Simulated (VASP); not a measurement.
# In2O (antifluorite type) (Fm-3m) in VASP: further runs

The runs below take In2O (antifluorite type) through single point, with PBE.

Everything below comes from runs of VASP 6.6.1. Logs are shortened: lines on timing, memory, paths and dates and some standing lists are left out, and cuts for length are marked.

## (1) The cell of the first run

The structure is cubic, space group Fm-3m (No. 225). The conventional cell has a = 6.454 Å, b = 6.454 Å, c = 6.454 Å, α = 90.00°, β = 90.00°, γ = 90.00°. In (site symmetry -43m) has 4 O at 2.79 Å and 6 In at 3.23 Å within 3.7 Å. Within 3.7 Å of O (site symmetry m-3m) lie 8 In at 2.79 Å.

## (2) Single point, PBE

Input file INCAR:

```
SYSTEM = In2O
PREC = Accurate ; ENCUT = 520
EDIFF = 1E-6 ; ISMEAR = -1
SIGMA = 0.06122561905347299 ; LREAL = .FALSE.
LASPH = .TRUE. ; NELM = 100
ALGO = Normal ; ISIF = 2
LWAVE = .FALSE. ; LCHARG = .FALSE.
GGA = PE ; NBANDS = 23
```

Input file KPOINTS:

```
regular mesh
0
G
  10 10 10
  0 0 0
```

Input file POSCAR:

```
In2O
1.0
    0.0000000000      3.2270960057      3.2270960057
    3.2270960057      0.0000000000      3.2270960057
    3.2270960057      3.2270960057      0.0000000000
In O
2 1
Direct
    0.2500000000      0.2500000000      0.2500000000
    0.7500000000      0.7500000000      0.7500000000
    0.0000000000      0.0000000000      0.0000000000
```

Potentials or basis: VASP PAW PBE potentials, release 64 (In_d, O).

The run is started by

```sh
> cat potpaw_PBE.64/In_d/POTCAR potpaw_PBE.64/O/POTCAR > POTCAR
> mpirun -np 1 vasp_std > vasp.out
```

OUTCAR:

```text
SYSTEM = In2O
   PREC = Accurate
   ENCUT = 520
   EDIFF = 1E-6
   ISMEAR = -1
   LREAL = .FALSE.
   LASPH = .TRUE.
   NELM = 100
   ISIF = 2
   GGA = PE

 ion  position               nearest neighbor table
   1  0.250  0.250  0.250-   3 2.79   3 2.79   3 2.79   3 2.79   2 3.23   2 3.23   2 3.23   2 3.23
                             2 3.23   2 3.23
   2  0.750  0.750  0.750-   3 2.79   3 2.79   3 2.79   3 2.79   1 3.23   1 3.23   1 3.23   1 3.23
                             1 3.23   1 3.23
   3  0.000  0.000  0.000-   2 2.79   2 2.79   2 2.79   1 2.79   2 2.79   1 2.79   1 2.79   1 2.79

  LATTYP: Found a face centered cubic cell.
 ALAT       =     6.4541920114

  Lattice vectors:

 A1 = (   0.0000000000,   3.2270960057,   3.2270960057)
 A2 = (   3.2270960057,   0.0000000000,   3.2270960057)
 A3 = (   3.2270960057,   3.2270960057,   0.0000000000)

Analysis of symmetry for initial positions (statically):
=====================================================================
 Subroutine PRICEL returns:
 Original cell was already a primitive cell.

 Routine SETGRP: Setting up the symmetry group for a
 face centered cubic supercell.

 Subroutine GETGRP returns: Found 48 space group operations
 (whereof 48 operations were pure point group operations)
 out of a pool of 48 trial point group operations.

The static configuration has the point symmetry O_h .

Analysis of symmetry for dynamics (positions and initial velocities):
=====================================================================
 Subroutine PRICEL returns:
 Original cell was already a primitive cell.

 Routine SETGRP: Setting up the symmetry group for a
 face centered cubic supercell.

 Subroutine GETGRP returns: Found 48 space group operations
 (whereof 48 operations were pure point group operations)
 out of a pool of 48 trial point group operations.

The dynamic configuration has the point symmetry O_h .

 Subroutine INISYM returns: Found 48 space group operations
 (whereof 48 operations are pure point group operations),
 and found     1 'primitive' translations

----------------------------------------------------------------------------------------

                                     Primitive cell

  volume of cell :      67.2149

  direct lattice vectors                    reciprocal lattice vectors
     0.000000000  3.227096006  3.227096006    -0.154938062  0.154938062  0.154938062
     3.227096006  0.000000000  3.227096006     0.154938062 -0.154938062  0.154938062
     3.227096006  3.227096006  0.000000000     0.154938062  0.154938062 -0.154938062

  length of vectors
     4.563802938  4.563802938  4.563802938     0.268360595  0.268360595  0.268360595

  position of ions in fractional coordinates (direct lattice)
     0.250000000  0.250000000  0.250000000
     0.750000000  0.750000000  0.750000000
     0.000000000  0.000000000  0.000000000

  ion indices of the primitive-cell ions
   primitive index   ion index
                 1           1
                 2           2
                 3           3

----------------------------------------------------------------------------------------

 KPOINTS: regular mesh

Automatic generation of k-mesh.
 Grid dimensions read from file:
 generate k-points for:   10   10   10

 Generating k-lattice:

  Cartesian coordinates                     Fractional coordinates (reciprocal lattice)
    -0.015493806  0.015493806  0.015493806     0.100000000  0.000000000  0.000000000
     0.015493806 -0.015493806  0.015493806     0.000000000  0.100000000  0.000000000
     0.015493806  0.015493806 -0.015493806     0.000000000  0.000000000  0.100000000

  Length of vectors
     0.026836059  0.026836059  0.026836059

  Shift w.r.t. Gamma in fractional coordinates (k-lattice)
     0.000000000  0.000000000  0.000000000

 Subroutine IBZKPT returns following result:
 ===========================================

 Found     47 irreducible k-points:

 Following reciprocal coordinates:
            Coordinates               Weight
  0.000000  0.000000  0.000000      1.000000
  0.100000  0.000000  0.000000      8.000000
  0.200000  0.000000  0.000000      8.000000
  0.300000  0.000000  0.000000      8.000000
  0.400000  0.000000  0.000000      8.000000
  0.500000  0.000000  0.000000      4.000000
[... 16 lines left out ...]
  0.300000  0.300000  0.000000      6.000000
  0.400000  0.300000  0.000000     24.000000
 [... further k-points ...]
   k-points           NKPTS =     47   k-points in BZ     NKDIM =     47   number of bands    NBANDS=     23
   number of dos      NEDOS =    301   number of ions     NIONS =      3
   total plane-waves  NPLWV =  46656
   dimension x,y,z NGX =    36 NGY =   36 NGZ =   36
   dimension x,y,z NGXF=    72 NGYF=   72 NGZF=   72
   ions per type =               2   1
   NGX,Y,Z   is equivalent  to a cutoff of  13.11, 13.11, 13.11 a.u.
   NGXF,Y,Z  is equivalent  to a cutoff of  26.23, 26.23, 26.23 a.u.
 SYSTEM =  In2O
   PREC   = accura    normal or accurate (medium, high low for compatibility)
   ISTART =      0    job   : 0-new  1-cont  2-samecut
   ICHARG =      2    charge: 1-file 2-atom 10-const
   ISPIN  =      1    spin polarized calculation?
   LNONCOLLINEAR =      F non collinear calculations
   LSORBIT =      F    spin-orbit coupling
   LASPH  =      T    aspherical Exc in radial PAW
   ENCUT  =  520.0 eV  38.22 Ry    6.18 a.u.   8.49  8.49  8.49*2*pi/ulx,y,z
   NELM   =    100;   NELMIN=  2; NELMDL= -5     # of ELM steps
   EDIFF  = 0.1E-05   stopping-criterion for ELM
   LREAL  =      F    real-space projection
   EDIFFG = 0.1E-04   stopping-criterion for IOM
   NSW    =      0    number of steps for IOM
   IBRION =     -1    ionic relax: 0-MD 1-quasi-New 2-CG
   NFREE  =      0    steps in history (QN), initial steepest desc. (CG)
   ISIF   =      2    stress and relaxation
   ISYM   =      2    0-nonsym 1-usesym 2-fastsym
   POTIM  = 0.5000    time-step for ionic-motion
   TEBEG  =    0.0;   TEEND  =   0.0 temperature during run
   PSTRESS=    0.0 pullay stress
   NELECT =      32.0000    total number of electrons
   NUPDOWN=      -1.0000    fix difference up-down
   EMIN   =  10.00;   EMAX   =-10.00  energy-range for DOS
   EFERMI =   0.00;   METHOD = LEGACY
   ISMEAR =    -1;   SIGMA  =   0.06  broadening in eV -4-tet -1-fermi 0-gaus
   EFERMI_NEDOS =   21; number of points for ismear=-14 and -15
   IALGO  =     38    algorithm
   IMIX   =      4    mixing-type and parameters
     AMIX     =   0.40;   BMIX     =  1.00
     AMIX_MAG =   1.60;   BMIX_MAG =  1.00
  volume/ion in A,a.u.               =      22.40       151.20
  Fermi-wavevector in a.u.,A,eV,Ry     =   1.278310  2.415656 22.232969  1.634077
  Thomas-Fermi vector in A             =   2.410860
   LORBIT       =      0    0 simple, 1 ext, 2 COOP (PROOUT), +10 PAW based schemes
   GGA     = PE    functional components
   LHFCALC =     F    Hartree Fock is set to
   AEXX    =    0.0000 exact exchange contribution
   IVDW    =     0    specifies the selected vdW correction
   LEPSILON=     F    determine dielectric tensor
   LRPA    =     F    only Hartree local field effects (RPA)
 non-spin polarized calculation
  energy-cutoff  :      520.00
  volume of cell :       67.21
 maximum number of plane-waves:      1837
 NGX is ok and might be reduce to    36
   NGX = 17   NGY = 17   NGZ = 17

 number of electron      31.9999989 magnetization

 Free energy of the ion-electron system (eV)
  ---------------------------------------------------
  ext. energy  EPLUGINS =         0.00000000
  ---------------------------------------------------
  free energy    TOTEN  =       -10.60875144 eV

  energy without entropy =      -10.59526806  energy(sigma->0) =      -10.60200975

 E-fermi :   5.5062     XC(G=0):  -9.7273

 val. band max:        5.5007905925   @ k =   0.5000   0.0000   0.0000
 cond. band min:       5.5451418915   @ k =   0.5000   0.5000   0.0000
 fundamental gap:      0.0443512990
 Fermi energy:         5.5062412639

 k-point     1 :       0.0000    0.0000    0.0000
  band No.  band energies     occupation
      1     -11.3193      2.00000
      2      -9.0343      2.00000
      3      -9.0343      2.00000
      4      -8.8614      2.00000
      5      -8.8614      2.00000
      6      -8.8614      2.00000
[... 15 lines left out ...]
     22      12.1642      0.00000
     23      14.3968      0.00000

 k-point     2 :       0.1000    0.0000    0.0000
  band No.  band energies     occupation
      1     -11.3160      2.00000
      2      -9.0207      2.00000
      3      -9.0207      2.00000
      4      -8.8528      2.00000
      5      -8.8528      2.00000
      6      -8.8425      2.00000
[... 15 lines left out ...]
     22      11.8418      0.00000
     23      15.0280      0.00000

 k-point     3 :       0.2000    0.0000    0.0000
  band No.  band energies     occupation
      1     -11.3078      2.00000
      2      -8.9810      2.00000
      3      -8.9810      2.00000
      4      -8.8282      2.00000
      5      -8.8282      2.00000
      6      -8.7929      2.00000
[... 15 lines left out ...]
     22      11.6765      0.00000
     23      15.3375      0.00000

 k-point     4 :       0.3000    0.0000    0.0000
  band No.  band energies     occupation
      1     -11.2983      2.00000
      2      -8.9181      2.00000
      3      -8.9181      2.00000
      4      -8.7912      2.00000
      5      -8.7912      2.00000
      6      -8.7369      2.00000
[... 15 lines left out ...]
     22      11.8659      0.00000
     23      15.5176      0.00000

 k-point     5 :       0.4000    0.0000    0.0000
  band No.  band energies     occupation
      1     -11.2909      2.00000
      2      -8.8372      2.00000
      3      -8.8372      2.00000
      4      -8.7474      2.00000
      5      -8.7474      2.00000
      6      -8.7077      2.00000
[... 434 lines left out ...]
 k-point    22 :      -0.2000    0.2000    0.0000
  band No.  band energies     occupation
      1     -11.2955      2.00000
      2      -8.9646      2.00000
      3      -8.8451      2.00000
      4      -8.8027      2.00000
      5      -8.7428      2.00000
      6      -8.7412      2.00000
[... 15 lines left out ...]
     22      14.2275      0.00000
     23      14.2314      0.00000

 k-point    23 :       0.3000    0.3000    0.0000
  band No.  band energies     occupation
      1     -11.2937      2.00000
      2      -9.0160      2.00000
      3      -8.8155      2.00000
      4      -8.7642      2.00000
      5      -8.7386      2.00000
      6      -8.7386      2.00000
[... 15 lines left out ...]
     22      13.9679      0.00000
     23      13.9679      0.00000

 k-point    24 :       0.4000    0.3000    0.0000
  band No.  band energies     occupation
      1     -11.2887      2.00000
      2      -8.9994      2.00000
      3      -8.7674      2.00000
      4      -8.7650      2.00000
      5      -8.7495      2.00000
      6      -8.7089      2.00000
[... 15 lines left out ...]
     22      13.8360      0.00000
     23      14.5571      0.00000

 [... further k-points ...]

------------------------ aborting loop because EDIFF is reached ----------------------------------------

  FORCE on cell =-STRESS in cart. coord.  units (eV):
  Direction    XX          YY          ZZ          XY          YZ          ZX
  --------------------------------------------------------------------------------------
  -------------------------------------------------------------------------------------
  Total       -0.3635624     -0.3635624     -0.3635624     -0.0000000      0.0000000     -0.0000000
  in kB       -8.6661049     -8.6661049     -8.6661049     -0.0000000      0.0000000     -0.0000000
  external PRESSURE =      -8.6661049 kB  Pullay stress =       0.0000000 kB

 VOLUME and BASIS-vectors are now :
 -----------------------------------------------------------------------------
  energy-cutoff  :      520.00
  volume of cell :       67.21
      direct lattice vectors                 reciprocal lattice vectors
     0.000000000  3.227096006  3.227096006    -0.154938062  0.154938062  0.154938062
     3.227096006  0.000000000  3.227096006     0.154938062 -0.154938062  0.154938062
     3.227096006  3.227096006  0.000000000     0.154938062  0.154938062 -0.154938062

 POSITION                                       TOTAL-FORCE (eV/Angst)
 -----------------------------------------------------------------------------------
      1.61355      1.61355      1.61355        -0.000000     -0.000000     -0.000000
      4.84064      4.84064      4.84064         0.000000      0.000000      0.000000
      0.00000      0.00000      0.00000         0.000000     -0.000000      0.000000
 -----------------------------------------------------------------------------------
    total drift:                                0.000000      0.000000      0.000000

  FREE ENERGIE OF THE ION-ELECTRON SYSTEM (eV)
  ---------------------------------------------------
  free  energy   TOTEN  =       -10.6087514360 eV

  energy  without entropy=      -10.5952680593  energy(sigma->0) =      -10.60200975
```

Wall time 2.2 min (1 thread of Intel Xeon 8259CL, shared host); peak memory 0.23 GiB.

What came out:

```
Free energy            : -10.6088 eV
Pressure               : -0.9 GPa
Band gap on the k mesh : zero (bands 16 and 17 overlap by 1.64 eV)
```

Levels at points of the mesh, in eV from the Fermi level:
| k point | band 13 | band 14 | band 15 | band 16 | band 17 | band 18 | band 19 | band 20 |
| --- | --- | --- | --- | --- | --- | --- | --- | --- |
| (0.00, 0.00, 0.00) | -2.29 | -2.29 | -2.29 | 1.42 | 1.96 | 1.96 | 1.96 | 6.66 |
| (0.50, 0.00, 0.00) | -4.32 | -2.61 | -2.61 | -0.01 | 2.81 | 2.81 | 3.74 | 4.98 |
| (0.50, 0.50, 0.00) | -3.35 | -3.35 | -2.04 | -1.45 | 0.04 | 2.47 | 2.47 | 6.57 |

Caveat: spin-orbit coupling is left out, which moves the levels of the heavy elements.

(Continued in part 2 of 3.)
